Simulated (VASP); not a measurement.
# Be (Im-3m) in VASP: further runs

Be is run at these levels: PBEsol; tasks: electric field gradients.

Everything below comes from runs of VASP 6.6.1. Logs are shortened: lines on timing, memory, paths and dates and some standing lists are left out, and cuts for length are marked.

## 1. The cell of the first run

It takes space group Im-3m (No. 229, cubic). The conventional cell has a = 2.455 Å, b = 2.455 Å, c = 2.455 Å, α = 90.00°, β = 90.00°, γ = 90.00°. Be (site symmetry m-3m) has 14 Be at 2.13 to 2.46 Å within 2.8 Å.

## 2. Electric field gradients, PBEsol (volume scaled by 0.94)

INCAR reads:

```
SYSTEM = Be
PREC     = Accurate       ! precision mode
ENCUT    = 520            ! plane-wave cutoff, eV
EDIFF    = 1E-8           ! SCF threshold, eV
ISMEAR   = -1             ! smearing method
SIGMA    = 0.03           ! smearing width, eV
LREAL    = .False.        ! projectors in reciprocal space
LASPH    = .True.         ! aspherical terms in the spheres
NELM     = 60             ! most SCF steps
ALGO     = Normal         ! electronic algorithm
ISIF     = 2              ! what is computed and relaxed
LWAVE    = .False.        ! write WAVECAR
LCHARG   = .False.        ! write CHGCAR
GGA      = PS             ! functional
LEFG     = .True.       
NBANDS   = 7              ! bands
```

KPOINTS reads:

```
Automatic mesh
0
Gamma
  23 23 23
  0 0 0
```

POSCAR reads:

```
Be
1.0
   -1.2275398764      1.2275398764      1.2275398764
    1.2275398764     -1.2275398764      1.2275398764
    1.2275398764      1.2275398764     -1.2275398764
Be
1
Direct
    0.0000000000      0.0000000000      0.0000000000
```

Potentials or basis: VASP PAW PBE potentials, release 64 (Be).

The run is started by

```
$ cat potpaw_PBE.64/Be/POTCAR > POTCAR
$ mpirun -np 1 vasp_std > vasp.out
```

OUTCAR:

```text
SYSTEM = Be
   PREC = Accurate
   ENCUT = 520
   EDIFF = 1E-8
   ISMEAR = -1
   LREAL = .False.
   LASPH = .True.
   NELM = 60
   ISIF = 2
   GGA = PS

 ion  position               nearest neighbor table
   1  0.000  0.000  0.000-

  LATTYP: Found a body centered cubic cell.
 ALAT       =     2.4550797528

  Lattice vectors:

 A1 = (  -1.2275398764,   1.2275398764,   1.2275398764)
 A2 = (   1.2275398764,  -1.2275398764,   1.2275398764)
 A3 = (   1.2275398764,   1.2275398764,  -1.2275398764)

Analysis of symmetry for initial positions (statically):
=====================================================================
 Subroutine PRICEL returns:
 Original cell was already a primitive cell.

 Routine SETGRP: Setting up the symmetry group for a
 body centered cubic supercell.

 Subroutine GETGRP returns: Found 48 space group operations
 (whereof 48 operations were pure point group operations)
 out of a pool of 48 trial point group operations.

The static configuration has the point symmetry O_h .

Analysis of symmetry for dynamics (positions and initial velocities):
=====================================================================
 Subroutine PRICEL returns:
 Original cell was already a primitive cell.

 Routine SETGRP: Setting up the symmetry group for a
 body centered cubic supercell.

 Subroutine GETGRP returns: Found 48 space group operations
 (whereof 48 operations were pure point group operations)
 out of a pool of 48 trial point group operations.

The dynamic configuration has the point symmetry O_h .

 Subroutine INISYM returns: Found 48 space group operations
 (whereof 48 operations are pure point group operations),
 and found     1 'primitive' translations

----------------------------------------------------------------------------------------

                                     Primitive cell

  volume of cell :       7.3989

  direct lattice vectors                    reciprocal lattice vectors
    -1.227539876  1.227539876  1.227539876     0.000000000  0.407318743  0.407318743
     1.227539876 -1.227539876  1.227539876     0.407318743  0.000000000  0.407318743
     1.227539876  1.227539876 -1.227539876     0.407318743  0.407318743  0.000000000

  length of vectors
     2.126161434  2.126161434  2.126161434     0.576035691  0.576035691  0.576035691

  position of ions in fractional coordinates (direct lattice)
     0.000000000  0.000000000  0.000000000

  ion indices of the primitive-cell ions
   primitive index   ion index
                 1           1

----------------------------------------------------------------------------------------

 KPOINTS: Automatic mesh

Automatic generation of k-mesh.
 Grid dimensions read from file:
 generate k-points for:   23   23   23

 Generating k-lattice:

  Cartesian coordinates                     Fractional coordinates (reciprocal lattice)
     0.000000000  0.017709511  0.017709511     0.043478261  0.000000000  0.000000000
     0.017709511  0.000000000  0.017709511     0.000000000  0.043478261  0.000000000
     0.017709511  0.017709511  0.000000000     0.000000000  0.000000000  0.043478261

  Length of vectors
     0.025045030  0.025045030  0.025045030

  Shift w.r.t. Gamma in fractional coordinates (k-lattice)
     0.000000000  0.000000000  0.000000000

 Subroutine IBZKPT returns following result:
 ===========================================

 Found    364 irreducible k-points:

 Following reciprocal coordinates:
            Coordinates               Weight
  0.000000  0.000000  0.000000      1.000000
  0.043478  0.000000  0.000000     12.000000
  0.086957  0.000000  0.000000     12.000000
  0.130435  0.000000  0.000000     12.000000
  0.173913  0.000000  0.000000     12.000000
  0.217391  0.000000  0.000000     12.000000
[... 16 lines left out ...]
  0.478261  0.043478 -0.000000     24.000000
  0.086957  0.086957  0.000000     24.000000
 [... further k-points ...]
   k-points           NKPTS =    364   k-points in BZ     NKDIM =    364   number of bands    NBANDS=      7
   number of dos      NEDOS =    301   number of ions     NIONS =      1
   total plane-waves  NPLWV =   4096
   dimension x,y,z NGX =    16 NGY =   16 NGZ =   16
   dimension x,y,z NGXF=    32 NGYF=   32 NGZF=   32
   ions per type =               1
   NGX,Y,Z   is equivalent  to a cutoff of  12.51, 12.51, 12.51 a.u.
   NGXF,Y,Z  is equivalent  to a cutoff of  25.02, 25.02, 25.02 a.u.
 SYSTEM =  Be
   PREC   = accura    normal or accurate (medium, high low for compatibility)
   ISTART =      0    job   : 0-new  1-cont  2-samecut
   ICHARG =      2    charge: 1-file 2-atom 10-const
   ISPIN  =      1    spin polarized calculation?
   LNONCOLLINEAR =      F non collinear calculations
   LSORBIT =      F    spin-orbit coupling
   LASPH  =      T    aspherical Exc in radial PAW
   ENCUT  =  520.0 eV  38.22 Ry    6.18 a.u.   3.95  3.95  3.95*2*pi/ulx,y,z
   NELM   =     60;   NELMIN=  2; NELMDL= -5     # of ELM steps
   EDIFF  = 0.1E-07   stopping-criterion for ELM
   LREAL  =      F    real-space projection
   EDIFFG = 0.1E-06   stopping-criterion for IOM
   NSW    =      0    number of steps for IOM
   IBRION =     -1    ionic relax: 0-MD 1-quasi-New 2-CG
   NFREE  =      0    steps in history (QN), initial steepest desc. (CG)
   ISIF   =      2    stress and relaxation
   ISYM   =      2    0-nonsym 1-usesym 2-fastsym
   POTIM  = 0.5000    time-step for ionic-motion
   TEBEG  =    0.0;   TEEND  =   0.0 temperature during run
   PSTRESS=    0.0 pullay stress
   NELECT =       2.0000    total number of electrons
   NUPDOWN=      -1.0000    fix difference up-down
   EMIN   =  10.00;   EMAX   =-10.00  energy-range for DOS
   EFERMI =   0.00;   METHOD = LEGACY
   ISMEAR =    -1;   SIGMA  =   0.03  broadening in eV -4-tet -1-fermi 0-gaus
   EFERMI_NEDOS =   21; number of points for ismear=-14 and -15
   IALGO  =     38    algorithm
   IMIX   =      4    mixing-type and parameters
     AMIX     =   0.40;   BMIX     =  1.00
     AMIX_MAG =   1.60;   BMIX_MAG =  1.00
  volume/ion in A,a.u.               =       7.40        49.93
  Fermi-wavevector in a.u.,A,eV,Ry     =   1.058512  2.000298 15.244623  1.120448
  Thomas-Fermi vector in A             =   2.193824
   LORBIT       =      0    0 simple, 1 ext, 2 COOP (PROOUT), +10 PAW based schemes
   GGA     = PS    functional components
   LHFCALC =     F    Hartree Fock is set to
   AEXX    =    0.0000 exact exchange contribution
   IVDW    =     0    specifies the selected vdW correction
   LEPSILON=     F    determine dielectric tensor
   LRPA    =     F    only Hartree local field effects (RPA)
 non-spin polarized calculation
  energy-cutoff  :      520.00
  volume of cell :        7.40
 maximum number of plane-waves:       212
   NGX =  7   NGY =  7   NGZ =  7

 number of electron       2.0000000 magnetization

 Free energy of the ion-electron system (eV)
  ---------------------------------------------------
  ext. energy  EPLUGINS =         0.00000000
  ---------------------------------------------------
  free energy    TOTEN  =        -3.89187267 eV

  energy without entropy =       -3.89138271  energy(sigma->0) =       -3.89162769

 E-fermi :   8.4838     XC(G=0): -10.8330

 val. band max:        8.4270165712   @ k =   0.3043   0.2609   0.0870
 cond. band min:       8.5156075497   @ k =   0.3043   0.3043   0.0000
 fundamental gap:      0.0885909786
 Fermi energy:         8.4838071172

 k-point     1 :       0.0000    0.0000    0.0000
  band No.  band energies     occupation
      1      -4.1388      2.00000
      2      28.8081      0.00000
      3      28.8081      0.00000
      4      28.8081      0.00000
      5      40.4128      0.00000
      6      40.4128      0.00000
      7      40.4128      0.00000

 k-point     2 :       0.0435    0.0000    0.0000
  band No.  band energies     occupation
      1      -4.0713      2.00000
      2      28.4630      0.00000
      3      28.5144      0.00000
      4      28.7237      0.00000
      5      39.4244      0.00000
      6      39.4783      0.00000
      7      40.8887      0.00000

 k-point     3 :       0.0870    0.0000    0.0000
  band No.  band energies     occupation
      1      -3.8684      2.00000
      2      27.3993      0.00000
      3      27.7556      0.00000
      4      28.4747      0.00000
      5      37.4984      0.00000
      6      37.8752      0.00000
      7      41.2003      0.00000
[... 191 lines left out ...]
 k-point    23 :       0.4783    0.0435   -0.0000
  band No.  band energies     occupation
      1       3.0416      2.00000
      2       9.0447      0.00000
      3      21.0975      0.00000
      4      24.0186      0.00000
      5      30.4747      0.00000
      6      36.0983      0.00000
      7      46.2959      0.00000

 k-point    24 :       0.0870    0.0870    0.0000
  band No.  band energies     occupation
      1      -3.3269      2.00000
      2      25.4686      0.00000
      3      25.5957      0.00000
      4      27.3888      0.00000
      5      35.6552      0.00000
      6      36.2336      0.00000
      7      40.5590      0.00000

 [... further k-points ...]
[... 5 lines left out ...]
  --------------------------------------------------------------------------------------
  -------------------------------------------------------------------------------------
  Total        0.3048918      0.3048918      0.3048918     -0.0000000      0.0000000     -0.0000000
  in kB       66.0221345     66.0221345     66.0221345     -0.0000000      0.0000000     -0.0000000
  external PRESSURE =      66.0221345 kB  Pullay stress =       0.0000000 kB

 VOLUME and BASIS-vectors are now :
 -----------------------------------------------------------------------------
  energy-cutoff  :      520.00
  volume of cell :        7.40
      direct lattice vectors                 reciprocal lattice vectors
    -1.227539876  1.227539876  1.227539876     0.000000000  0.407318743  0.407318743
     1.227539876 -1.227539876  1.227539876     0.407318743  0.000000000  0.407318743
     1.227539876  1.227539876 -1.227539876     0.407318743  0.407318743  0.000000000

 POSITION                                       TOTAL-FORCE (eV/Angst)
 -----------------------------------------------------------------------------------
      0.00000      0.00000      0.00000        -0.000000      0.000000     -0.000000
 -----------------------------------------------------------------------------------
    total drift:                                0.000000     -0.000000      0.000000

  FREE ENERGIE OF THE ION-ELECTRON SYSTEM (eV)
  ---------------------------------------------------
  free  energy   TOTEN  =        -3.8918726749 eV

  energy  without entropy=       -3.8913827142  energy(sigma->0) =       -3.89162769

 Electric field gradients (V/A^2)
---------------------------------------------------------------------
 ion       V_xx      V_yy      V_zz      V_xy      V_xz      V_yz
---------------------------------------------------------------------
   1      -0.000    -0.000    -0.000    -0.000    -0.000    -0.000
---------------------------------------------------------------------

 Electric field gradients after diagonalization (V/A^2)
 (convention: |V_zz| > |V_xx| > |V_yy|)
----------------------------------------------------------------------
 ion       V_xx      V_yy      V_zz     asymmetry (V_yy - V_xx)/ V_zz
----------------------------------------------------------------------
   1       0.000     0.000    -0.000       0.000
----------------------------------------------------------------------

           NMR quadrupolar parameters

 Cq : quadrupolar parameter    Cq=e*Q*V_zz/h
 eta: asymmetry parameters     (V_yy - V_xx)/ V_zz
 Q  : nuclear electric quadrupole moment in mb (millibarn)
----------------------------------------------------------------------
 ion       Cq(MHz)       eta       Q (mb)
----------------------------------------------------------------------
   1      -0.000       0.000       1.000
----------------------------------------------------------------------
```

Wall time 30 s (1 thread of AMD EPYC 7R13, shared host); peak memory 0.09 GiB.

What came out:

```
Free energy            : -3.8919 eV
Pressure               : 6.6 GPa
Band gap on the k mesh : zero (band 1 reaches 12.15 eV, above the bottom of band 2 at 7.05 eV)
```

Levels at points of the mesh, in eV from the Fermi level:
| k point | band 1 | band 2 | band 3 | band 4 | band 5 |
| --- | --- | --- | --- | --- | --- |
| (0.00, 0.00, 0.00) | -12.62 | 20.32 | 20.32 | 20.32 | 31.93 |

Caveat: without QUAD_EFG the Cq values of the log hold for a quadrupole moment of 1 mb, not for the nuclei; the PAW data sets were made with another functional, which shifts forces and pressure a little.

## 3. Electric field gradients, PBEsol (volume scaled by 0.97)

INCAR reads:

```
ALGO = Normal ; EDIFF = 1E-8
ENCUT = 520 ; GGA = PS
ISIF = 2 ; ISMEAR = -1
LASPH = True ; LCHARG = False
LEFG = True ; LREAL = False
LWAVE = False ; NBANDS = 7
NELM = 100 ; PREC = Accurate
SIGMA = 0.03
```

KPOINTS reads:

```
k-points
0
Gamma
  23 23 23
```

POSCAR reads:

```
Be
1.0
   -1.2404622984      1.2404622984      1.2404622984
    1.2404622984     -1.2404622984      1.2404622984
    1.2404622984      1.2404622984     -1.2404622984
Be
1
Direct
    0.0000000000      0.0000000000      0.0000000000
```

Potentials or basis: VASP PAW PBE potentials, release 64 (Be).

The run is started by

```
$ cat potpaw_PBE.64/Be/POTCAR > POTCAR
$ mpirun -np 1 vasp_std > vasp.out
```

OUTCAR:

```text
EDIFF = 1E-8
   ENCUT = 520
   GGA = PS
   ISIF = 2
   ISMEAR = -1
   LASPH = True
   LREAL = False
   NELM = 100
   PREC = Accurate

 ion  position               nearest neighbor table
   1  0.000  0.000  0.000-

  LATTYP: Found a body centered cubic cell.
 ALAT       =     2.4809245968

  Lattice vectors:

 A1 = (  -1.2404622984,   1.2404622984,   1.2404622984)
 A2 = (   1.2404622984,  -1.2404622984,   1.2404622984)
 A3 = (   1.2404622984,   1.2404622984,  -1.2404622984)

Analysis of symmetry for initial positions (statically):
=====================================================================
 Subroutine PRICEL returns:
 Original cell was already a primitive cell.

 Routine SETGRP: Setting up the symmetry group for a
 body centered cubic supercell.

[... 420 lines left out ...]
  external PRESSURE =      22.2586266 kB  Pullay stress =       0.0000000 kB

 VOLUME and BASIS-vectors are now :
 -----------------------------------------------------------------------------
  energy-cutoff  :      520.00
  volume of cell :        7.64
      direct lattice vectors                 reciprocal lattice vectors
    -1.240462298  1.240462298  1.240462298     0.000000000  0.403075531  0.403075531
     1.240462298 -1.240462298  1.240462298     0.403075531  0.000000000  0.403075531
     1.240462298  1.240462298 -1.240462298     0.403075531  0.403075531  0.000000000

 POSITION                                       TOTAL-FORCE (eV/Angst)
 -----------------------------------------------------------------------------------
      0.00000      0.00000      0.00000         0.000000     -0.000000      0.000000
 -----------------------------------------------------------------------------------
    total drift:                                0.000000      0.000000      0.000000

  FREE ENERGIE OF THE ION-ELECTRON SYSTEM (eV)
  ---------------------------------------------------
  free  energy   TOTEN  =        -3.8983077682 eV

  energy  without entropy=       -3.8977817151  energy(sigma->0) =       -3.89804474

 Electric field gradients (V/A^2)
---------------------------------------------------------------------
 ion       V_xx      V_yy      V_zz      V_xy      V_xz      V_yz
---------------------------------------------------------------------
   1       0.000    -0.000    -0.000    -0.000    -0.000    -0.000
---------------------------------------------------------------------

 Electric field gradients after diagonalization (V/A^2)
 (convention: |V_zz| > |V_xx| > |V_yy|)
----------------------------------------------------------------------
 ion       V_xx      V_yy      V_zz     asymmetry (V_yy - V_xx)/ V_zz
----------------------------------------------------------------------
   1       0.000     0.000    -0.000       0.000
----------------------------------------------------------------------

           NMR quadrupolar parameters

 Cq : quadrupolar parameter    Cq=e*Q*V_zz/h
 eta: asymmetry parameters     (V_yy - V_xx)/ V_zz
 Q  : nuclear electric quadrupole moment in mb (millibarn)
----------------------------------------------------------------------
 ion       Cq(MHz)       eta       Q (mb)
----------------------------------------------------------------------
   1      -0.000       0.000       1.000
----------------------------------------------------------------------
```

OSZICAR:

```text
N       E                     dE             d eps       ncg     rms          rms(c)
DAV:   1    -0.264232130193E+01   -0.26423E+01   -0.11687E+03  5635   0.237E+02
DAV:   2    -0.391077621998E+01   -0.12685E+01   -0.12235E+01  6930   0.262E+01
DAV:   3    -0.391268336502E+01   -0.19071E-02   -0.19071E-02  5838   0.891E-01
DAV:   4    -0.391268368846E+01   -0.32344E-06   -0.32296E-06  7651   0.113E-02
DAV:   5    -0.391268368814E+01    0.31948E-09   -0.40277E-10  5817   0.522E-05    0.831E-01
DAV:   6    -0.390234023935E+01    0.10343E-01   -0.81860E-04  5474   0.316E-01    0.508E-01
DAV:   7    -0.389831749752E+01    0.40227E-02   -0.86422E-04  5355   0.322E-01    0.167E-02
DAV:   8    -0.389830721867E+01    0.10279E-04   -0.21307E-06  6027   0.141E-02    0.379E-03
DAV:   9    -0.389830777788E+01   -0.55921E-06   -0.18873E-07  6279   0.249E-03    0.147E-04
DAV:  10    -0.389830776819E+01    0.96884E-08   -0.23093E-10  5418   0.152E-04
   1 F= -.38983078E+01 E0= -.38980447E+01  d E =-.526053E-03
```

Wall time 29 s (1 thread of AMD EPYC 7R13, shared host); peak memory 0.09 GiB.

Results:

```
Free energy            : -3.8983 eV
Pressure               : 2.2 GPa
Band gap on the k mesh : zero (band 1 reaches 11.79 eV, above the bottom of band 2 at 6.81 eV)
```

Levels at points of the mesh, in eV from the Fermi level:
```csv
k point,band 1,band 2,band 3,band 4,band 5,band 6
"(0.00, 0.00, 0.00)",-12.44,19.81,19.81,19.81,31.28,31.28
```

Caveat: without QUAD_EFG the Cq values of the log hold for a quadrupole moment of 1 mb, not for the nuclei; the PAW data sets were made with another functional, which shifts forces and pressure a little.
